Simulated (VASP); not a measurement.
A run of VASP 6.6.1 is set up as follows.

INCAR

```
ALGO = Fast
EDIFF = 1E-6
ENCUT = 520
GGA = PE
ISIF = 2
ISMEAR = 0
LASPH = T
LCHARG = T
LELF = T
LREAL = F
LVHAR = T
LWAVE = F
NBANDS = 42
NELM = 80
PREC = Accurate
SIGMA = 0.2
```

File KPOINTS:

```
k-points
0
Gamma
  4 4 4
```

The input POSCAR:

```
Na7Bi
1.0
    0.0008133881      5.0829045513      5.0977870240
    5.0976673229     -0.0019266477      5.1006874162
    5.0945569612      5.0827163743      0.0010393337
Na Bi
7 1
Direct
    0.5007926307      1.0007511117     -0.0000850239
    0.9989253586      0.4994613396      0.5004041228
    1.0016773686      0.5029885211     -0.0005936805
    0.4967088066      0.9988908098      0.5024146158
    0.9996527578     -0.0002362021      0.4962838156
    0.5022488104      0.4987324347      0.0010360139
    0.4997641493      0.4986074608      0.5006668854
    0.0002301180      0.0008045244      0.9998732509
```

Potentials or basis: VASP PAW PBE potentials, release 64 (Na_pv, Bi_d).

Command:

```sh
$ cat potpaw_PBE.64/Na_pv/POTCAR potpaw_PBE.64/Bi_d/POTCAR > POTCAR
$ mpirun -np 1 vasp_std > vasp.out
```

Estimate the pressure.

0.0 GPa.

What does it give for the band gap on the k mesh?

Zero (bands 32 and 33 overlap by 0.53 eV).

Estimate the largest force.

0.008 eV/Å.

Forces on the atoms (eV/Å):
```
Na  -0.003  0.002 -0.001
Na   0.001  0.003  0.001
Na  -0.003 -0.005 -0.005
Na  -0.002  0.002  0.002
Na   0.007  0.002  0.001
Na   0.003  0.000  0.000
Na   0.000 -0.002  0.003
Bi  -0.002 -0.001 -0.002
```

Caveat: spin-orbit coupling is left out, which moves the levels of the heavy elements.
